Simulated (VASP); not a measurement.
# PbO (P4/nmm) in VASP: single point with HF

Aim: the single point of PbO with HF.

Everything below comes from runs of VASP 6.6.1. Logs are shortened: lines on timing, memory, paths and dates and some standing lists are left out, and cuts for length are marked.

## (1) The cell of the first run

It takes space group P4/nmm (No. 129, tetragonal). The conventional cell has a = 3.990 Å, b = 3.990 Å, c = 5.010 Å, α = 90.00°, β = 90.00°, γ = 90.00°. Within 3.1 Å of Pb (site symmetry 4mm) lie 4 O at 2.33 Å. Within 3.1 Å of O (site symmetry -4m2) lie 4 Pb at 2.33 Å and 4 O at 2.82 Å.

## (2) Single point, HF

POSCAR

```
PbO
1.0
    3.9900000000      0.0000000000      0.0000000000
    0.0000000000      3.9900000000      0.0000000000
    0.0000000000      0.0000000000      5.0100000000
Pb O
2 2
Direct
    0.5000000000      0.0000000000      0.7600000000
    0.0000000000      0.5000000000      0.2400000000
    0.5000000000      0.5000000000      0.0000000000
    0.0000000000      0.0000000000      0.0000000000
```

INCAR.step1

```
PREC = Accurate ; ENCUT = 520
EDIFF = 1E-5 ; ISMEAR = -1
SIGMA = 0.05 ; LREAL = False
LASPH = True ; NELM = 120
ALGO = Normal ; ISIF = 2
LWAVE = True ; LCHARG = False
GGA = PE ; NBANDS = 28
GGA_COMPAT = False
```

INCAR.step2

```
PREC = Accurate ; ENCUT = 520
EDIFF = 1E-6 ; ISMEAR = -1
SIGMA = 0.05 ; LREAL = False
LASPH = True ; NELM = 120
ALGO = Normal ; ISIF = 2
LWAVE = False ; LCHARG = False
GGA = PE ; LHFCALC = True
AEXX = 1.0 ; ALDAC = 0.0
AGGAC = 0.0 ; PRECFOCK = Normal
ISTART = 1 ; NBANDS = 28
GGA_COMPAT = False
```

KPOINTS

```
Automatic mesh
0
Gamma
  4 4 3
```

Potentials or basis: VASP PAW PBE potentials, release 64 (Pb_d, O).

Run with:

```console
> cat potpaw_PBE.64/Pb_d/POTCAR potpaw_PBE.64/O/POTCAR > POTCAR
> cp INCAR.step1 INCAR
> mpirun -np 1 vasp_std > vasp.out
> cp INCAR.step2 INCAR
> mpirun -np 1 vasp_std > vasp.out
```

OUTCAR:

```text
PREC = Accurate
   ENCUT = 520
   EDIFF = 1E-6
   ISMEAR = -1
   LREAL = False
   LASPH = True
   NELM = 120
   ISIF = 2
   GGA = PE
   LHFCALC = True
   AEXX = 1.0
   PRECFOCK = Normal
   ISTART = 1

 ion  position               nearest neighbor table
   1  0.500  0.000  0.760-   3 2.33   4 2.33   3 2.33   4 2.33   2 3.71   2 3.71   2 3.71   2 3.71
                             2 3.84   2 3.84   2 3.84   2 3.84
   2  0.000  0.500  0.240-   3 2.33   4 2.33   4 2.33   3 2.33   1 3.71   1 3.71   1 3.71   1 3.71
                             1 3.84   1 3.84   1 3.84   1 3.84
   3  0.500  0.500  0.000-   1 2.33   2 2.33   1 2.33   2 2.33
   4  0.000  0.000  0.000-   1 2.33   2 2.33   2 2.33   1 2.33

  LATTYP: Found a simple tetragonal cell.
 ALAT       =     3.9900000000
 C/A-ratio  =     1.2556390977

  Lattice vectors:

 A1 = (   3.9900000000,   0.0000000000,   0.0000000000)
 A2 = (   0.0000000000,   3.9900000000,   0.0000000000)
 A3 = (   0.0000000000,   0.0000000000,   5.0100000000)

Analysis of symmetry for initial positions (statically):
=====================================================================
 Subroutine PRICEL returns:
 Original cell was already a primitive cell.

 Routine SETGRP: Setting up the symmetry group for a
 simple tetragonal supercell.

 Subroutine GETGRP returns: Found 16 space group operations
 (whereof  8 operations were pure point group operations)
 out of a pool of 16 trial point group operations.

The static configuration has the point symmetry D_2d.
 The point group associated with its full space group is D_4h.

Analysis of symmetry for dynamics (positions and initial velocities):
=====================================================================
 Subroutine PRICEL returns:
 Original cell was already a primitive cell.

 Routine SETGRP: Setting up the symmetry group for a
 simple tetragonal supercell.

 Subroutine GETGRP returns: Found 16 space group operations
 (whereof  8 operations were pure point group operations)
 out of a pool of 16 trial point group operations.

The dynamic configuration has the point symmetry D_2d.
 The point group associated with its full space group is D_4h.

 Subroutine INISYM returns: Found 16 space group operations
 (whereof  8 operations are pure point group operations),
 and found     1 'primitive' translations

----------------------------------------------------------------------------------------

                                     Primitive cell

  volume of cell :      79.7597

  direct lattice vectors                    reciprocal lattice vectors
     3.990000000  0.000000000  0.000000000     0.250626566  0.000000000  0.000000000
     0.000000000  3.990000000  0.000000000     0.000000000  0.250626566  0.000000000
     0.000000000  0.000000000  5.010000000     0.000000000  0.000000000  0.199600798

  length of vectors
     3.990000000  3.990000000  5.010000000     0.250626566  0.250626566  0.199600798

  position of ions in fractional coordinates (direct lattice)
     0.500000000  0.000000000  0.760000000
     0.000000000  0.500000000  0.240000000
     0.500000000  0.500000000  0.000000000
     0.000000000  0.000000000  0.000000000

  ion indices of the primitive-cell ions
   primitive index   ion index
                 1           1
                 2           2
                 3           3
                 4           4

----------------------------------------------------------------------------------------

 KPOINTS: Automatic mesh

Automatic generation of k-mesh.
 Grid dimensions read from file:
 generate k-points for:    4    4    3

 Generating k-lattice:

  Cartesian coordinates                     Fractional coordinates (reciprocal lattice)
     0.062656642  0.000000000  0.000000000     0.250000000  0.000000000  0.000000000
     0.000000000  0.062656642  0.000000000     0.000000000  0.250000000  0.000000000
     0.000000000  0.000000000  0.066533599     0.000000000  0.000000000  0.333333333

  Length of vectors
     0.062656642  0.062656642  0.066533599

  Shift w.r.t. Gamma in fractional coordinates (k-lattice)
     0.000000000  0.000000000  0.000000000

 Subroutine IBZKPT returns following result:
 ===========================================

 Found     12 irreducible k-points:

 Following reciprocal coordinates:
            Coordinates               Weight
  0.000000  0.000000  0.000000      1.000000
  0.250000  0.000000  0.000000      4.000000
  0.500000  0.000000  0.000000      2.000000
  0.250000  0.250000  0.000000      4.000000
  0.500000  0.250000  0.000000      4.000000
  0.500000  0.500000  0.000000      1.000000
  0.000000  0.000000  0.333333      2.000000
  0.250000  0.000000  0.333333      8.000000
  0.500000  0.000000  0.333333      4.000000
  0.250000  0.250000  0.333333      8.000000
  0.500000  0.250000  0.333333      8.000000
  0.500000  0.500000  0.333333      2.000000
   k-points           NKPTS =     12   k-points in BZ     NKDIM =     48   number of bands    NBANDS=     28
   number of dos      NEDOS =    301   number of ions     NIONS =      4
   total plane-waves  NPLWV =  36000
   dimension x,y,z NGX =    30 NGY =   30 NGZ =   40
   dimension x,y,z NGXF=    60 NGYF=   60 NGZF=   80
   ions per type =               2   2
   NGX,Y,Z   is equivalent  to a cutoff of  12.50, 12.50, 13.27 a.u.
   NGXF,Y,Z  is equivalent  to a cutoff of  25.00, 25.00, 26.55 a.u.
 SYSTEM =  unknown system
   PREC   = accura    normal or accurate (medium, high low for compatibility)
   ISTART =      1    job   : 0-new  1-cont  2-samecut
   ICHARG =      0    charge: 1-file 2-atom 10-const
   ISPIN  =      1    spin polarized calculation?
   LNONCOLLINEAR =      F non collinear calculations
   LSORBIT =      F    spin-orbit coupling
   LASPH  =      T    aspherical Exc in radial PAW
   ENCUT  =  520.0 eV  38.22 Ry    6.18 a.u.   7.42  7.42  9.32*2*pi/ulx,y,z
   NELM   =    120;   NELMIN=  2; NELMDL=  0     # of ELM steps
   EDIFF  = 0.1E-05   stopping-criterion for ELM
   LREAL  =      F    real-space projection
   EDIFFG = 0.1E-04   stopping-criterion for IOM
   NSW    =      0    number of steps for IOM
   IBRION =     -1    ionic relax: 0-MD 1-quasi-New 2-CG
   NFREE  =      0    steps in history (QN), initial steepest desc. (CG)
   ISIF   =      2    stress and relaxation
   ISYM   =      3    0-nonsym 1-usesym 2-fastsym
   POTIM  = 0.5000    time-step for ionic-motion
   TEBEG  =    0.0;   TEEND  =   0.0 temperature during run
   PSTRESS=    0.0 pullay stress
   NELECT =      40.0000    total number of electrons
   NUPDOWN=      -1.0000    fix difference up-down
   EMIN   =  10.00;   EMAX   =-10.00  energy-range for DOS
   EFERMI =   0.00;   METHOD = LEGACY
   ISMEAR =    -1;   SIGMA  =   0.05  broadening in eV -4-tet -1-fermi 0-gaus
   EFERMI_NEDOS =   21; number of points for ismear=-14 and -15
   IALGO  =     38    algorithm
   IMIX   =      1    mixing-type and parameters
     AMIX     =   0.40;   BMIX     =  1.00
     AMIX_MAG =   1.60;   BMIX_MAG =  1.00
  volume/ion in A,a.u.               =      19.94       134.56
  Fermi-wavevector in a.u.,A,eV,Ry     =   1.300670  2.457909 23.017539  1.691741
  Thomas-Fermi vector in A             =   2.431853
   LORBIT       =      0    0 simple, 1 ext, 2 COOP (PROOUT), +10 PAW based schemes
   GGA     = PE    functional components
   LHFCALC =     T    Hartree Fock is set to
   PRECFOCK=normal    Normal, Fast or Accurate (Low or Medium for compatibility)
   ENCUT4O =  -1.0   cutoff for four orbital integrals eV
   NKREDX  =     1    reduce k-point grid by
   NKREDY  =     1    reduce k-point grid by
   NKREDZ  =     1    reduce k-point grid by
   AEXX    =    1.0000 exact exchange contribution
   HFSCREEN=    0.0000 screening length (either q_TF or 0.3 A-1)
   HFSCREENC=   0.0000 screening length for correlation (either q_TF or 0.3 A-1)
   ENCUTFOCK=  -1.0 apply spherical cutoff to Coloumb kernel
   IVDW    =     0    specifies the selected vdW correction
   LEPSILON=     F    determine dielectric tensor
   LRPA    =     F    only Hartree local field effects (RPA)
 non-spin polarized calculation
  energy-cutoff  :      520.00
  volume of cell :       79.76
 maximum number of plane-waves:      2186
 NGX is ok and might be reduce to    30
  NGX = 24; NGY = 24; NGZ = 28

 number of electron      39.9999999 magnetization

 Free energy of the ion-electron system (eV)
  ---------------------------------------------------
  ext. energy  EPLUGINS =         0.00000000
  ---------------------------------------------------
  free energy    TOTEN  =       -47.34369158 eV

  energy without entropy =      -47.34369158  energy(sigma->0) =      -47.34369158

 E-fermi :   3.8861     XC(G=0):   0.0000

 val. band max:        2.8233029072   @ k =   0.0000   0.0000   0.0000
 cond. band min:       9.8987578982   @ k =   0.5000   0.5000   0.0000
 fundamental gap:      7.0754549911
 Fermi energy:         3.8861388573

 k-point     1 :       0.0000    0.0000    0.0000
  band No.  band energies     occupation
      1     -23.9412      2.00000
      2     -22.9650      2.00000
      3     -19.3033      2.00000
      4     -19.3033      2.00000
      5     -19.3007      2.00000
      6     -19.1726      2.00000
[... 20 lines left out ...]
     27      17.2710      0.00000
     28      17.7720      0.00000

 k-point     2 :       0.2500    0.0000    0.0000
  band No.  band energies     occupation
      1     -23.7617      2.00000
      2     -23.0730      2.00000
      3     -19.2754      2.00000
      4     -19.2675      2.00000
      5     -19.2592      2.00000
      6     -19.1250      2.00000
[... 20 lines left out ...]
     27      17.7960      0.00000
     28      21.4037      0.00000

 k-point     3 :       0.5000    0.0000    0.0000
  band No.  band energies     occupation
      1     -23.3827      2.00000
      2     -23.3827      2.00000
      3     -19.2269      2.00000
      4     -19.2269      2.00000
      5     -19.1855      2.00000
      6     -19.1855      2.00000
[... 20 lines left out ...]
     27      18.9558      0.00000
     28      18.9558      0.00000

 k-point     4 :       0.2500    0.2500    0.0000
  band No.  band energies     occupation
      1     -23.6242      2.00000
      2     -23.1396      2.00000
      3     -19.2863      2.00000
      4     -19.2349      2.00000
      5     -19.1806      2.00000
      6     -19.1069      2.00000
[... 20 lines left out ...]
     27      18.6616      0.00000
     28      20.2436      0.00000

 k-point     5 :       0.5000    0.2500    0.0000
  band No.  band energies     occupation
      1     -23.3480      2.00000
      2     -23.3480      2.00000
      3     -19.2230      2.00000
      4     -19.2230      2.00000
      5     -19.1350      2.00000
      6     -19.1350      2.00000
[... 20 lines left out ...]
     27      19.2690      0.00000
     28      19.2690      0.00000

 k-point     6 :       0.5000    0.5000    0.0000
  band No.  band energies     occupation
      1     -23.3155      2.00000
      2     -23.3155      2.00000
      3     -19.1654      2.00000
      4     -19.1654      2.00000
      5     -19.1504      2.00000
      6     -19.1504      2.00000
[... 20 lines left out ...]
     27      19.9505      0.00000
     28      19.9505      0.00000

 k-point     7 :       0.0000    0.0000    0.3333
  band No.  band energies     occupation
      1     -23.9233      2.00000
      2     -22.9560      2.00000
      3     -19.3287      2.00000
      4     -19.2568      2.00000
      5     -19.2568      2.00000
      6     -19.1323      2.00000
[... 20 lines left out ...]
     27      19.3342      0.00000
     28      19.3342      0.00000

 k-point     8 :       0.2500    0.0000    0.3333
  band No.  band energies     occupation
      1     -23.7530      2.00000
      2     -23.0698      2.00000
      3     -19.2778      2.00000
      4     -19.2579      2.00000
      5     -19.2339      2.00000
      6     -19.1589      2.00000
[... 20 lines left out ...]
     27      19.1744      0.00000
     28      20.9899      0.00000

 k-point     9 :       0.5000    0.0000    0.3333
  band No.  band energies     occupation
      1     -23.3848      2.00000
      2     -23.3848      2.00000
      3     -19.2331      2.00000
      4     -19.2331      2.00000
      5     -19.2131      2.00000
      6     -19.2131      2.00000
[... 20 lines left out ...]
     27      19.8506      0.00000
     28      19.8506      0.00000

 k-point    10 :       0.2500    0.2500    0.3333
  band No.  band energies     occupation
      1     -23.6210      2.00000
      2     -23.1388      2.00000
      3     -19.2633      2.00000
      4     -19.2238      2.00000
      5     -19.2215      2.00000
      6     -19.1063      2.00000
[... 20 lines left out ...]
     27      19.9666      0.00000
     28      20.8829      0.00000

 k-point    11 :       0.5000    0.2500    0.3333
  band No.  band energies     occupation
      1     -23.3502      2.00000
      2     -23.3502      2.00000
      3     -19.2185      2.00000
      4     -19.2185      2.00000
      5     -19.1571      2.00000
      6     -19.1571      2.00000
[... 20 lines left out ...]
     27      20.4600      0.00000
     28      20.4600      0.00000

 k-point    12 :       0.5000    0.5000    0.3333
  band No.  band energies     occupation
      1     -23.3180      2.00000
      2     -23.3180      2.00000
      3     -19.1652      2.00000
      4     -19.1652      2.00000
      5     -19.1229      2.00000
      6     -19.1229      2.00000
[... 20 lines left out ...]
     27      20.9620      0.00000
     28      20.9620      0.00000

------------------------ aborting loop because EDIFF is reached ----------------------------------------

  FORCE on cell =-STRESS in cart. coord.  units (eV):
  Direction    XX          YY          ZZ          XY          YZ          ZX
  --------------------------------------------------------------------------------------
  -------------------------------------------------------------------------------------
  Total       -0.5330959     -0.5330959     -0.1205723      0.0000000      0.0000000      0.0000000
  in kB      -10.7085935    -10.7085935     -2.4220032      0.0000000      0.0000000      0.0000000
  external PRESSURE =      -7.9463967 kB  Pullay stress =       0.0000000 kB

 VOLUME and BASIS-vectors are now :
 -----------------------------------------------------------------------------
  energy-cutoff  :      520.00
  volume of cell :       79.76
      direct lattice vectors                 reciprocal lattice vectors
     3.990000000  0.000000000  0.000000000     0.250626566  0.000000000  0.000000000
     0.000000000  3.990000000  0.000000000     0.000000000  0.250626566  0.000000000
     0.000000000  0.000000000  5.010000000     0.000000000  0.000000000  0.199600798

 POSITION                                       TOTAL-FORCE (eV/Angst)
 -----------------------------------------------------------------------------------
      1.99500      0.00000      3.80760        -0.000000      0.000000      1.185631
      0.00000      1.99500      1.20240        -0.000000      0.000000     -1.185631
      1.99500      1.99500      0.00000        -0.000000      0.000000      0.000000
      0.00000      0.00000      0.00000         0.000000      0.000000      0.000000
 -----------------------------------------------------------------------------------
    total drift:                               -0.000000      0.000000      0.000000

  FREE ENERGIE OF THE ION-ELECTRON SYSTEM (eV)
  ---------------------------------------------------
  free  energy   TOTEN  =       -47.3436915827 eV

  energy  without entropy=      -47.3436915827  energy(sigma->0) =      -47.34369158
```

Run time: 1.5 h. Hardware: 1 thread of Oxide Virtual Turin-like, shared host; peak memory 0.19 GiB.

What came out:

```yaml
Free_energy: -47.3437 eV
Pressure: -0.8 GPa
Largest_force: 1.186 eV/Å
Band_gap_on_the_k_mesh: 7.08 eV (least direct gap 9.36 eV)
```

Forces in eV/Å, atoms in the order of the input:
```
Pb   0.000  0.000  1.186
Pb   0.000  0.000 -1.186
O    0.000  0.000  0.000
O    0.000  0.000  0.000
```

Stress tensor (GPa, compression positive):
```
-1.07  0.00  0.00
 0.00 -1.07  0.00
 0.00  0.00 -0.24
```

Caveat: the PAW data sets were made with another functional, which shifts forces and pressure a little; spin-orbit coupling is left out, which moves the levels of the heavy elements.
